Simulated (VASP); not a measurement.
Set up this calculation in VASP 6.6.1, as the native input.

| Item | Value |
| --- | --- |
| Task | single point |
| Functional | PBEsol |
| Potentials or basis | VASP PAW PBE potentials, release 64 (Zr_sv, S) |
| Cutoff | 520 eV |
| k mesh | 16 × 16 × 16 |
| Occupations | gaussian, width 0.15 eV |
| Spin | no spin polarisation |
| Dipole correction | no |
| Further INCAR settings | ALGO = Normal; EDIFF = 1e-07; NBANDS = 16 |

The structure of ZrS lies in POSCAR:

```
ZrS
1.0
    0.0000000000      2.5462500000      2.5856250000
    2.5462500000      0.0000000000      2.5856250000
    2.5462500000      2.5462500000      0.0000000000
Zr S
1 1
Direct
    0.0000000000      0.0000000000      0.0000000000
    0.5000000000      0.5000000000      0.5000000000
```

This cell differs from its parent crystal: strain -0.030 along x and y, -0.015 along z.

These files were run (other wordings do the same):

INCAR

```
  PREC = Accurate
  ENCUT = 520
  EDIFF = 1E-7
  ISMEAR = 0
  SIGMA = 0.15
  LREAL = F
  LASPH = T
  NELM = 100
  ALGO = Normal
  ISIF = 2
  LWAVE = F
  LCHARG = F
  GGA = PS
  NBANDS = 16
```

KPOINTS

```
regular mesh
0
Gamma
  16 16 16
```

Potentials or basis: VASP PAW PBE potentials, release 64 (Zr_sv, S).

Run with:

```console
$ cat potpaw_PBE.64/Zr_sv/POTCAR potpaw_PBE.64/S/POTCAR > POTCAR
$ mpirun -np 1 vasp_std > vasp.out
```

Results of the run:

```
Pressure               : 4.7 GPa
Band gap on the k mesh : zero (bands 9 and 10 overlap by 3.10 eV)
```

Caveat: the cell differs from its parent crystal (strain -0.030 along x and y, -0.015 along z); the cell stands under pressure; the PAW data sets were made with another functional, which shifts forces and pressure a little.

Run time: 2.6 min on 1 thread of Intel(R) Xeon(R) Platinum 8259CL CPU @ 2.50GHz (Skylake/Cascade Lake), on a shared host, peak memory 0.3 GiB.
